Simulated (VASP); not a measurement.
Wanted: the native input for a VASP 6.6.1 run.

| Item | Value |
| --- | --- |
| Task | relaxation of cell and atoms |
| Functional | PBEsol |
| Potentials or basis | VASP PAW PBE potentials, release 64 (Li_sv, O) |
| Cutoff | 750 eV |
| k mesh | 14 × 14 × 14 |
| Occupations | fermi-dirac, width 0.05 eV |
| Spin | no spin polarisation |
| Dipole correction | no |
| Further INCAR settings | ALGO = Normal; EDIFF = 1e-07; IBRION = 2; EDIFFG = -0.002; NSW = 100; ISIF = 3 |

The structure of Li2O lies in POSCAR:

```
Li2O
1.0
    0.0000000000      2.3050000000      2.3050000000
    2.3050000000      0.0000000000      2.3050000000
    2.3050000000      2.3050000000      0.0000000000
Li O
2 1
Direct
    0.2500000000      0.2500000000      0.2500000000
    0.7500000000      0.7500000000      0.7500000000
    0.0000000000      0.0000000000      0.0000000000
```

One way to write it, as run:

INCAR

```
PREC = Accurate
ENCUT = 750
EDIFF = 1E-7
ISMEAR = -1
SIGMA = 0.05
LREAL = F
LASPH = T
NELM = 120
ALGO = Normal
ISIF = 3
LWAVE = F
LCHARG = F
GGA = PS
IBRION = 2
NSW = 100
EDIFFG = -0.002
GGA_COMPAT = F
NELMIN = 4
```

KPOINTS

```
Automatic mesh
0
Gamma
  14 14 14
```

Potentials or basis: VASP PAW PBE potentials, release 64 (Li_sv, O).

The run is started by

```console
$ cat potpaw_PBE.64/Li_sv/POTCAR potpaw_PBE.64/O/POTCAR > POTCAR
$ mpirun -np 1 vasp_std > vasp.out
```

Results of the run:

```json
{"Relaxed volume": "8.01 Å³/atom", "Relaxed cell": "a = 3.240 Å, b = 3.240 Å, c = 3.240 Å, α = 60.00°, β = 60.00°, γ = 60.00°", "Space group after relaxing (to 0.05 Å)": "Fm-3m (No. 225)", "Energy gained by relaxing": "0.7 meV/atom", "Ionic steps": "3", "Pressure after relaxing": "0.0 GPa", "Band gap on the k mesh": "4.87 eV, indirect (least direct gap 5.34 eV)"}
```

Caveat: the PAW data sets were made with another functional, which shifts forces and pressure a little.

Run time: 49 s on 1 thread of Intel(R) Xeon(R) 6975P-C (Granite Rapids), on a shared host, peak memory 0.18 GiB.
